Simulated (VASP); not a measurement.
# NaCl (Fm-3m) in VASP: settings compared

NaCl is run at these levels: LDA, PBE; tasks: single point.

All numbers are computed with VASP 6.6.1; they aren't measurements. Logs are shortened: lines on timing, memory, paths and dates and some standing lists are left out, and cuts for length are marked.

## (1) The cell of the first run

The structure is cubic, space group Fm-3m (No. 225). The conventional cell has a = 5.465 Å, b = 5.465 Å, c = 5.465 Å, α = 90.00°, β = 90.00°, γ = 90.00°. Cl (site symmetry m-3m) has 6 Na at 2.73 Å within 3.6 Å. Within 3.6 Å of Na (site symmetry m-3m) lie 6 Cl at 2.73 Å.

## (2) Single point, LDA

INCAR

```
SYSTEM = NaCl
PREC = Accurate
ENCUT = 520
EDIFF = 1E-6
ISMEAR = -1
SIGMA = 0.05
LREAL = .FALSE.
LASPH = .TRUE.
NELM = 80
ALGO = Normal
ISIF = 2
LWAVE = .FALSE.
LCHARG = .TRUE.
LELF = .TRUE.
LVHAR = .TRUE.
NBANDS = 14
```

KPOINTS

```
regular mesh
0
G
  8 8 8
  0 0 0
```

POSCAR

```
NaCl
1.0
    0.0000000000      2.7324341475      2.7324341475
    2.7324341475      0.0000000000      2.7324341475
    2.7324341475      2.7324341475      0.0000000000
Cl Na
1 1
Direct
    0.5000000000      0.5000000000      0.5000000000
    0.0000000000      0.0000000000      0.0000000000
```

Potentials or basis: VASP PAW LDA potentials, release 64 (Cl, Na_pv).

Started as:

```
$ cat potpaw_LDA.64/Cl/POTCAR potpaw_LDA.64/Na_pv/POTCAR > POTCAR
$ mpirun -np 1 vasp_std > vasp.out
```

OUTCAR:

```text
SYSTEM = NaCl
   PREC = Accurate
   ENCUT = 520
   EDIFF = 1E-6
   ISMEAR = -1
   LREAL = .FALSE.
   LASPH = .TRUE.
   NELM = 80
   ISIF = 2

 ion  position               nearest neighbor table
   1  0.500  0.500  0.500-
   2  0.000  0.000  0.000-

  LATTYP: Found a face centered cubic cell.
 ALAT       =     5.4648682950

  Lattice vectors:

 A1 = (   0.0000000000,   2.7324341475,   2.7324341475)
 A2 = (   2.7324341475,   0.0000000000,   2.7324341475)
 A3 = (   2.7324341475,   2.7324341475,   0.0000000000)

Analysis of symmetry for initial positions (statically):
=====================================================================
 Subroutine PRICEL returns:
 Original cell was already a primitive cell.

 Routine SETGRP: Setting up the symmetry group for a
 face centered cubic supercell.

 Subroutine GETGRP returns: Found 48 space group operations
 (whereof 48 operations were pure point group operations)
 out of a pool of 48 trial point group operations.

The static configuration has the point symmetry O_h .

Analysis of symmetry for dynamics (positions and initial velocities):
=====================================================================
 Subroutine PRICEL returns:
 Original cell was already a primitive cell.

 Routine SETGRP: Setting up the symmetry group for a
 face centered cubic supercell.

 Subroutine GETGRP returns: Found 48 space group operations
 (whereof 48 operations were pure point group operations)
 out of a pool of 48 trial point group operations.

The dynamic configuration has the point symmetry O_h .

 Subroutine INISYM returns: Found 48 space group operations
 (whereof 48 operations are pure point group operations),
 and found     1 'primitive' translations

----------------------------------------------------------------------------------------

                                     Primitive cell

  volume of cell :      40.8018

  direct lattice vectors                    reciprocal lattice vectors
     0.000000000  2.732434147  2.732434147    -0.182987027  0.182987027  0.182987027
     2.732434147  0.000000000  2.732434147     0.182987027 -0.182987027  0.182987027
     2.732434147  2.732434147  0.000000000     0.182987027  0.182987027 -0.182987027

  length of vectors
     3.864245430  3.864245430  3.864245430     0.316942827  0.316942827  0.316942827

  position of ions in fractional coordinates (direct lattice)
     0.500000000  0.500000000  0.500000000
     0.000000000  0.000000000  0.000000000

  ion indices of the primitive-cell ions
   primitive index   ion index
                 1           1
                 2           2

----------------------------------------------------------------------------------------

 KPOINTS: regular mesh

Automatic generation of k-mesh.
 Grid dimensions read from file:
 generate k-points for:    8    8    8

 Generating k-lattice:

  Cartesian coordinates                     Fractional coordinates (reciprocal lattice)
    -0.022873378  0.022873378  0.022873378     0.125000000  0.000000000  0.000000000
     0.022873378 -0.022873378  0.022873378     0.000000000  0.125000000  0.000000000
     0.022873378  0.022873378 -0.022873378     0.000000000  0.000000000  0.125000000

  Length of vectors
     0.039617853  0.039617853  0.039617853

  Shift w.r.t. Gamma in fractional coordinates (k-lattice)
     0.000000000  0.000000000  0.000000000

 Subroutine IBZKPT returns following result:
 ===========================================

 Found     29 irreducible k-points:

 Following reciprocal coordinates:
            Coordinates               Weight
  0.000000  0.000000  0.000000      1.000000
  0.125000  0.000000  0.000000      8.000000
  0.250000  0.000000  0.000000      8.000000
  0.375000  0.000000  0.000000      8.000000
  0.500000  0.000000  0.000000      4.000000
  0.125000  0.125000  0.000000      6.000000
[... 16 lines left out ...]
  0.500000  0.250000  0.125000     48.000000
 -0.375000  0.250000  0.125000     24.000000
 [... further k-points ...]
   k-points           NKPTS =     29   k-points in BZ     NKDIM =     29   number of bands    NBANDS=     14
   number of dos      NEDOS =    301   number of ions     NIONS =      2
   total plane-waves  NPLWV =  27000
   dimension x,y,z NGX =    30 NGY =   30 NGZ =   30
   dimension x,y,z NGXF=    60 NGYF=   60 NGZF=   60
   ions per type =               1   1
   NGX,Y,Z   is equivalent  to a cutoff of  12.91, 12.91, 12.91 a.u.
   NGXF,Y,Z  is equivalent  to a cutoff of  25.81, 25.81, 25.81 a.u.
 SYSTEM =  NaCl
   PREC   = accura    normal or accurate (medium, high low for compatibility)
   ISTART =      0    job   : 0-new  1-cont  2-samecut
   ICHARG =      2    charge: 1-file 2-atom 10-const
   ISPIN  =      1    spin polarized calculation?
   LNONCOLLINEAR =      F non collinear calculations
   LSORBIT =      F    spin-orbit coupling
   LASPH  =      T    aspherical Exc in radial PAW
   ENCUT  =  520.0 eV  38.22 Ry    6.18 a.u.   7.18  7.18  7.18*2*pi/ulx,y,z
   NELM   =     80;   NELMIN=  2; NELMDL= -5     # of ELM steps
   EDIFF  = 0.1E-05   stopping-criterion for ELM
   LREAL  =      F    real-space projection
   EDIFFG = 0.1E-04   stopping-criterion for IOM
   NSW    =      0    number of steps for IOM
   IBRION =     -1    ionic relax: 0-MD 1-quasi-New 2-CG
   NFREE  =      0    steps in history (QN), initial steepest desc. (CG)
   ISIF   =      2    stress and relaxation
   ISYM   =      2    0-nonsym 1-usesym 2-fastsym
   POTIM  = 0.5000    time-step for ionic-motion
   TEBEG  =    0.0;   TEEND  =   0.0 temperature during run
   PSTRESS=    0.0 pullay stress
   NELECT =      14.0000    total number of electrons
   NUPDOWN=      -1.0000    fix difference up-down
   EMIN   =  10.00;   EMAX   =-10.00  energy-range for DOS
   EFERMI =   0.00;   METHOD = LEGACY
   ISMEAR =    -1;   SIGMA  =   0.05  broadening in eV -4-tet -1-fermi 0-gaus
   EFERMI_NEDOS =   21; number of points for ismear=-14 and -15
   IALGO  =     38    algorithm
   IMIX   =      4    mixing-type and parameters
     AMIX     =   0.40;   BMIX     =  1.00
     AMIX_MAG =   1.60;   BMIX_MAG =  1.00
  volume/ion in A,a.u.               =      20.40       137.67
  Fermi-wavevector in a.u.,A,eV,Ry     =   1.146105  2.165825 17.872029  1.313557
  Thomas-Fermi vector in A             =   2.282791
   LORBIT       =      0    0 simple, 1 ext, 2 COOP (PROOUT), +10 PAW based schemes
   GGA     = CA    functional components
   LHFCALC =     F    Hartree Fock is set to
   AEXX    =    0.0000 exact exchange contribution
   IVDW    =     0    specifies the selected vdW correction
   LEPSILON=     F    determine dielectric tensor
   LRPA    =     F    only Hartree local field effects (RPA)
 non-spin polarized calculation
  energy-cutoff  :      520.00
  volume of cell :       40.80
 maximum number of plane-waves:      1121
 NGX is ok and might be reduce to    30
   NGX = 15   NGY = 15   NGZ = 15

 number of electron      13.9999993 magnetization

 Free energy of the ion-electron system (eV)
  ---------------------------------------------------
  ext. energy  EPLUGINS =         0.00000000
  ---------------------------------------------------
  free energy    TOTEN  =        -7.38920177 eV

  energy without entropy =       -7.38920177  energy(sigma->0) =       -7.38920177

 E-fermi :   0.7838     XC(G=0):  -9.1366

 val. band max:       -0.3595680442   @ k =   0.0000   0.0000   0.0000
 cond. band min:       4.7198647584   @ k =   0.0000   0.0000   0.0000
 fundamental gap:      5.0794328026
 Fermi energy:         0.7838190380

 k-point     1 :       0.0000    0.0000    0.0000
  band No.  band energies     occupation
      1     -20.9882      2.00000
      2     -20.9882      2.00000
      3     -20.9882      2.00000
      4     -13.1826      2.00000
      5      -0.3596      2.00000
      6      -0.3596      2.00000
      7      -0.3596      2.00000
      8       4.7199      0.00000
      9      10.5697      0.00000
     10      10.5697      0.00000
     11      10.5697      0.00000
     12      12.9268      0.00000
     13      12.9268      0.00000
     14      14.4543      0.00000

 k-point     2 :       0.1250    0.0000    0.0000
  band No.  band energies     occupation
      1     -20.9954      2.00000
      2     -20.9887      2.00000
      3     -20.9887      2.00000
      4     -13.1180      2.00000
      5      -0.8154      2.00000
      6      -0.4118      2.00000
      7      -0.4118      2.00000
      8       5.2732      0.00000
      9      10.0126      0.00000
     10      10.7892      0.00000
     11      10.7892      0.00000
     12      12.6718      0.00000
     13      12.6718      0.00000
     14      15.4993      0.00000

 k-point     3 :       0.2500    0.0000    0.0000
  band No.  band energies     occupation
      1     -21.0127      2.00000
      2     -20.9899      2.00000
      3     -20.9899      2.00000
      4     -12.9562      2.00000
      5      -1.6970      2.00000
      6      -0.5330      2.00000
      7      -0.5330      2.00000
      8       6.2539      0.00000
      9       9.5642      0.00000
     10      10.9396      0.00000
     11      10.9396      0.00000
     12      12.9084      0.00000
     13      12.9084      0.00000
     14      15.5445      0.00000
[... 324 lines left out ...]
 k-point    23 :       0.5000    0.2500    0.1250
  band No.  band energies     occupation
      1     -21.0233      2.00000
      2     -21.0004      2.00000
      3     -20.9938      2.00000
      4     -12.7259      2.00000
      5      -2.2265      2.00000
      6      -1.2076      2.00000
      7      -0.8080      2.00000
      8       7.7970      0.00000
      9       9.2230      0.00000
     10       9.5023      0.00000
     11      11.6115      0.00000
     12      13.4963      0.00000
     13      16.0432      0.00000
     14      16.5694      0.00000

 k-point    24 :      -0.3750    0.2500    0.1250
  band No.  band energies     occupation
      1     -21.0269      2.00000
      2     -21.0012      2.00000
      3     -20.9950      2.00000
      4     -12.6722      2.00000
      5      -2.3687      2.00000
      6      -1.3041      2.00000
      7      -0.8724      2.00000
      8       7.8513      0.00000
      9       9.2141      0.00000
     10       9.9937      0.00000
     11      11.4123      0.00000
     12      14.1732      0.00000
     13      15.5742      0.00000
     14      16.7179      0.00000

 [... further k-points ...]

------------------------ aborting loop because EDIFF is reached ----------------------------------------

  FORCE on cell =-STRESS in cart. coord.  units (eV):
  Direction    XX          YY          ZZ          XY          YZ          ZX
  --------------------------------------------------------------------------------------
  -------------------------------------------------------------------------------------
  Total        0.0057784      0.0057784      0.0057784     -0.0000000      0.0000000      0.0000000
  in kB        0.2269005      0.2269005      0.2269005     -0.0000000      0.0000000      0.0000000
  external PRESSURE =       0.2269005 kB  Pullay stress =       0.0000000 kB

 VOLUME and BASIS-vectors are now :
 -----------------------------------------------------------------------------
  energy-cutoff  :      520.00
  volume of cell :       40.80
      direct lattice vectors                 reciprocal lattice vectors
     0.000000000  2.732434147  2.732434147    -0.182987027  0.182987027  0.182987027
     2.732434147  0.000000000  2.732434147     0.182987027 -0.182987027  0.182987027
     2.732434147  2.732434147  0.000000000     0.182987027  0.182987027 -0.182987027

 POSITION                                       TOTAL-FORCE (eV/Angst)
 -----------------------------------------------------------------------------------
      2.73243      2.73243      2.73243        -0.000000     -0.000000     -0.000000
      0.00000      0.00000      0.00000         0.000000      0.000000      0.000000
 -----------------------------------------------------------------------------------
    total drift:                               -0.000000      0.000000      0.000000

  FREE ENERGIE OF THE ION-ELECTRON SYSTEM (eV)
  ---------------------------------------------------
  free  energy   TOTEN  =        -7.3892017669 eV

  energy  without entropy=       -7.3892017669  energy(sigma->0) =       -7.38920177
```

It took 7 s on 1 thread of Intel Xeon Platinum 8481C at 2.70GHz (Sapphire Rapids), shared host; peak memory 0.14 GiB.

Results:

```
Free energy            : -7.3892 eV
Pressure               : 0.0 GPa
Band gap on the k mesh : 5.08 eV, direct
```

Levels at points of the mesh, in eV from the valence-band top:
| k point | band 4 | band 5 | band 6 | band 7 | band 8 | band 9 | band 10 | band 11 |
| --- | --- | --- | --- | --- | --- | --- | --- | --- |
| (0.00, 0.00, 0.00) | -12.82 | 0.00 | 0.00 | 0.00 | 5.08 | 10.93 | 10.93 | 10.93 |
| (0.50, 0.00, 0.00) | -12.35 | -2.33 | -0.33 | -0.33 | 7.05 | 10.90 | 10.90 | 11.05 |
| (0.50, 0.50, 0.00) | -12.30 | -2.01 | -0.72 | -0.72 | 7.44 | 7.64 | 11.62 | 15.18 |

## (3) Single point, PBE

This run uses another cell than the first one, of 21.81 Å³/atom, 1.069 times its volume.

INCAR

```
SYSTEM = NaCl
ALGO = Normal
EDIFF = 1E-7
ENCUT = 520
GGA = PE
ISIF = 2
ISMEAR = 0
LASPH = .TRUE.
LCHARG = .TRUE.
LELF = .TRUE.
LREAL = .FALSE.
LVHAR = .TRUE.
LWAVE = .FALSE.
NBANDS = 14
NELM = 60
PREC = Accurate
SIGMA = 0.011
```

KPOINTS

```
k-points
0
G
  8 8 8
  0 0 0
```

POSCAR

```
NaCl
1.0
    0.0000000000      2.7940632177      2.7940632177
    2.7940632177      0.0000000000      2.7940632177
    2.7940632177      2.7940632177      0.0000000000
Cl Na
1 1
Direct
    0.5000000000      0.5000000000      0.5000000000
    0.0000000000      0.0000000000      0.0000000000
```

Potentials or basis: VASP PAW PBE potentials, release 64 (Cl, Na_pv).

Started as:

```
$ cat potpaw_PBE.64/Cl/POTCAR potpaw_PBE.64/Na_pv/POTCAR > POTCAR
$ mpirun -np 1 vasp_std > vasp.out
```

It took 10 s on 1 thread of Intel Xeon Platinum 8481C at 2.70GHz (Sapphire Rapids), shared host; peak memory 0.16 GiB.

It converged, with:

| Property | Result |
| --- | --- |
| Free energy | -6.7658 eV |
| Pressure | 1.5 GPa |
| Band gap on the k mesh | 5.22 eV, direct |

Levels at points of the mesh, in eV from the valence-band top:
```csv
k point,band 3,band 4,band 5,band 6,band 7,band 8,band 9,band 10,band 11,band 12
"(0.00, 0.00, 0.00)",-20.77,-12.72,0.00,0.00,0.00,5.22,11.15,11.15,11.15,13.35
"(0.50, 0.00, 0.00)",-20.77,-12.36,-2.01,-0.28,-0.28,7.32,10.85,11.04,11.04,15.17
"(0.50, 0.50, 0.00)",-20.77,-12.31,-1.73,-0.62,-0.62,7.62,8.06,11.52,15.03,15.03
```

PBE gaps usually lie below the measured ones, often by a third to a half.

## (4) Single point, LDA

This run uses another cell than the first one, of 21.81 Å³/atom, 1.069 times its volume.

INCAR

```
  PREC = Accurate
  ENCUT = 520
  EDIFF = 1E-6
  ISMEAR = -1
  SIGMA = 0.05
  LREAL = False
  LASPH = True
  NELM = 60
  ALGO = Normal
  ISIF = 2
  LWAVE = False
  LCHARG = False
  NBANDS = 14
```

KPOINTS

```
Automatic mesh
0
Gamma
  8 8 8
```

POSCAR is that of step 3.

Potentials or basis: VASP PAW LDA potentials, release 64 (Cl, Na_pv).

Started as:

```
$ cat potpaw_LDA.64/Cl/POTCAR potpaw_LDA.64/Na_pv/POTCAR > POTCAR
$ mpirun -np 1 vasp_std > vasp.out
```

It took 6.9 s on 1 thread of Intel Xeon Platinum 8481C at 2.70GHz (Sapphire Rapids), shared host; peak memory 0.14 GiB.

It converged, with:

- Free energy: -7.3725 eV
- Pressure: -1.8 GPa
- Band gap on the k mesh: 4.80 eV, direct

Levels at points of the mesh, in eV from the valence-band top:
| k point | band 5 | band 6 | band 7 | band 8 | band 9 | band 10 |
| --- | --- | --- | --- | --- | --- | --- |
| (0.00, 0.00, 0.00) | 0.00 | 0.00 | 0.00 | 4.80 | 10.87 | 10.87 |
| (0.50, 0.00, 0.00) | -2.11 | -0.29 | -0.29 | 6.94 | 10.49 | 10.74 |
| (0.50, 0.50, 0.00) | -1.82 | -0.65 | -0.65 | 7.25 | 7.71 | 11.13 |

A hybrid or GW would open this gap; LDA tends to underestimate it.

## (5) Summary

```tsv
level	potentials or basis	cell	smearing	gap on the mesh (eV)	pressure (GPa)
LDA	VASP PAW LDA potentials, release 64 (Cl, Na_pv)	a = 3.864 Å, angles 60.0°, 2 atoms	fermi-dirac 0.05 eV	5.08	0.0
PBE	VASP PAW PBE potentials, release 64 (Cl, Na_pv)	a = 3.951 Å, angles 60.0°, 2 atoms	gaussian 0.011 eV	5.22	1.5
LDA	VASP PAW LDA potentials, release 64 (Cl, Na_pv)	a = 3.951 Å, angles 60.0°, 2 atoms	fermi-dirac 0.05 eV	4.80	-1.8
```

Alike in all rows: task single point; no spin polarisation; k mesh 8 × 8 × 8; cutoff (eV) 520.

Absolute energies hang on the potentials; compare differences alone.
